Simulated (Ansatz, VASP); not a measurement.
# Two plane-wave programs on Re

```
Re
1.0
     2.76080    0.00000    0.00000
    -1.38040    2.39092    0.00000
     0.00000    0.00000    4.45820
Re
2
Direct
  0.33333 0.66667 0.25000
  0.66667 0.33333 0.75000
```

Alike in both runs: task relaxation of cell and atoms; functional PBEsol; k mesh 13 × 13 × 7; occupations fermi-dirac, width 0.1 eV; no spin polarisation.

```csv
,VASP,Ansatz
version,VASP 6.6.1,Ansatz 0.2.0
potentials or method,"VASP PAW PBE potentials, release 64 (Re), cutoff 600 eV","plane waves (420 eV) with PAW, scalar-relativistic"
valence electrons in the cell,14,30
```

|  | VASP | Ansatz | Ansatz less VASP |
| --- | --- | --- | --- |
| relaxed volume (Å³/atom) | 14.56 | 14.56 | -0.002 |
| relaxed cell length with the largest relative difference (Å) | 2.753 | 2.752 | -0.0003 |

VASP's potentials were made for PBE, not for PBEsol, and Ansatz warns of the same on its side. VASP's potentials hold 14 valence electrons a cell and Ansatz's 30, so a difference there can come from the potentials and not from the codes.

Neither program's run includes spin-orbit coupling.
